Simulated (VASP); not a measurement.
# Ta5Ru in VASP: further runs, part 2 of 2

VASP 6.6.1. The steps go on from the part before.

## Step 3: Single point, PBE

INCAR

```
SYSTEM = Ta5Ru
ALGO = Fast
EDIFF = 1E-7
ENCUT = 520
GGA = PE
ISIF = 2
ISMEAR = 0
LASPH = .True.
LCHARG = .False.
LREAL = .False.
LWAVE = .False.
NBANDS = 81
NELM = 80
PREC = Accurate
SIGMA = 0.2
```

KPOINTS

```
k-points
0
Gamma
  6 4 2
  0 0 0
```

POSCAR

```
Ta5Ru
1.0
    3.2460080204     -0.0000360700      0.0001798135
   -0.0002455786      6.4748399056      0.0002862186
    0.0008484308      0.0004170357      9.9678886624
Ta Ru
10 2
Direct
    0.0000080533      0.4999996286      0.1698748045
    0.0000034780     -0.0000045480      0.1698729631
    0.4999886501      0.2499895448      0.3411496711
    0.4999832810      0.7499984894      0.3411560318
    0.5000227850      0.2500131617      0.6588469343
    0.5000142808      0.7500010125      0.6588486865
   -0.0000119606      0.0000000414      0.8301244318
   -0.0000068723      0.5000018091      0.8301277073
    0.4999974093      0.2499991775     -0.0000014889
    0.4999913169      0.7499998320      0.0000006067
   -0.0000091153     -0.0000006170      0.5000022299
    0.0000186937      0.5000024680      0.4999974219
```

Potentials or basis: VASP PAW PBE potentials, release 64 (Ta_pv, Ru_pv).

On the command line:

```console
$ cat potpaw_PBE.64/Ta_pv/POTCAR potpaw_PBE.64/Ru_pv/POTCAR > POTCAR
$ mpirun -np 1 vasp_std > vasp.out
```

OUTCAR:

```text
SYSTEM = Ta5Ru
   EDIFF = 1E-7
   ENCUT = 520
   GGA = PE
   ISIF = 2
   ISMEAR = 0
   LASPH = .True.
   LREAL = .False.
   NELM = 80
   PREC = Accurate

 ion  position               nearest neighbor table
   1  0.000  0.500  0.170-  10 2.85   9 2.85  10 2.85   9 2.85   3 2.86   4 2.86   3 2.86   4 2.86
                             2 3.24   2 3.24  12 3.29   8 3.39
   2  0.000  1.000  0.170-   9 2.85  10 2.85   9 2.85  10 2.85   4 2.86   3 2.86   4 2.86   3 2.86
                             1 3.24   1 3.24  11 3.29   7 3.39
   3  0.500  0.250  0.341-  11 2.79  12 2.79  11 2.79  12 2.79   1 2.86   2 2.86   1 2.86   2 2.86
                             5 3.17   4 3.24   4 3.24   9 3.40
   4  0.500  0.750  0.341-  12 2.79  11 2.79  12 2.79  11 2.79   2 2.86   1 2.86   2 2.86   1 2.86
                             6 3.17   3 3.24   3 3.24  10 3.40
   5  0.500  0.250  0.659-  12 2.79  11 2.79  12 2.79  11 2.79   7 2.86   8 2.86   7 2.86   8 2.86
                             3 3.17   6 3.24   6 3.24   9 3.40
   6  0.500  0.750  0.659-  11 2.79  12 2.79  11 2.79  12 2.79   8 2.86   7 2.86   8 2.86   7 2.86
                             4 3.17   5 3.24   5 3.24  10 3.40
[... 2247 lines left out ...]
------------------------ aborting loop because EDIFF is reached ----------------------------------------

  FORCE on cell =-STRESS in cart. coord.  units (eV):
  Direction    XX          YY          ZZ          XY          YZ          ZX
  --------------------------------------------------------------------------------------
  -------------------------------------------------------------------------------------
  Total        0.0859946      0.0906615      0.1966435      0.0061390     -0.0110128     -0.0167325
  in kB        0.6576576      0.6933487      1.5038636      0.0469489     -0.0842221     -0.1279642
  external PRESSURE =       0.9516233 kB  Pullay stress =       0.0000000 kB

 VOLUME and BASIS-vectors are now :
 -----------------------------------------------------------------------------
  energy-cutoff  :      520.00
  volume of cell :      209.50
      direct lattice vectors                 reciprocal lattice vectors
     3.246008020 -0.000036070  0.000179814     0.308070713  0.000011686 -0.000026222
    -0.000245579  6.474839906  0.000286219     0.000001717  0.154443973 -0.000006462
     0.000848431  0.000417036  9.967888662    -0.000005557 -0.000004435  0.100322148

 POSITION                                       TOTAL-FORCE (eV/Angst)
 -----------------------------------------------------------------------------------
      0.00005      3.23749      1.69344        -0.000347     -0.000129      0.001569
     -0.00009      6.47488      1.69356        -0.000245      0.000304      0.001565
      1.62320      1.61877      3.40070         0.000177      0.000411     -0.003246
      1.62306      4.85624      3.40091         0.000318     -0.000350     -0.003844
      1.62358      1.61905      6.56747        -0.000425     -0.000602      0.003452
      1.62343      4.85639      6.56763        -0.000197      0.000408      0.003450
      3.24667      0.00031      8.27477         0.000365      0.000168     -0.001511
      3.24657      3.23774      8.27494         0.000243     -0.000133     -0.001649
      1.62378      1.61910      9.96804         0.000011     -0.000033      0.000190
      1.62279      4.85611      0.00031         0.000203     -0.000014     -0.000047
      3.24616      6.47501      4.98443         0.000228      0.000160     -0.000218
      0.00036      3.23764      4.98406        -0.000330     -0.000190      0.000290
 -----------------------------------------------------------------------------------
    total drift:                               -0.000002     -0.000003     -0.000010

  FREE ENERGIE OF THE ION-ELECTRON SYSTEM (eV)
  ---------------------------------------------------
  free  energy   TOTEN  =      -138.8913617131 eV

  energy  without entropy=     -138.7089256578  energy(sigma->0) =     -138.80014369
```

stdout:

```text
POSCAR found type information on POSCAR TaRu
 POSCAR found :  2 types and      12 ions
 scaLAPACK will be used
 LDA part: xc-table for (Slater+PW92), standard interpolation
 POSCAR, INCAR and KPOINTS ok, starting setup
 FFT: planning ... GRIDC
 FFT: planning ... GRID_SOFT
 FFT: planning ... GRID
 WAVECAR not read
 entering main loop
```

It took 18 min on 1 thread of AMD EPYC 7R13 (Zen 3), shared host; peak memory 0.48 GiB.

What came out:

| Item | Value |
| --- | --- |
| Free energy | -138.8914 eV |
| Pressure | 0.1 GPa |
| Largest force | 0.004 eV/Å |
| Band gap on the k mesh | zero (bands 69 and 70 overlap by 1.85 eV) |

Forces on the atoms (eV/Å):
```
Ta   0.000  0.000  0.002
Ta   0.000  0.000  0.002
Ta   0.000  0.000 -0.003
Ta   0.000  0.000 -0.004
Ta   0.000 -0.001  0.003
Ta   0.000  0.000  0.003
Ta   0.000  0.000 -0.002
Ta   0.000  0.000 -0.002
Ta   0.000  0.000  0.000
Ta   0.000  0.000  0.000
Ru   0.000  0.000  0.000
Ru   0.000  0.000  0.000
```

Caveat: spin-orbit coupling is left out, which moves the levels of the heavy elements.
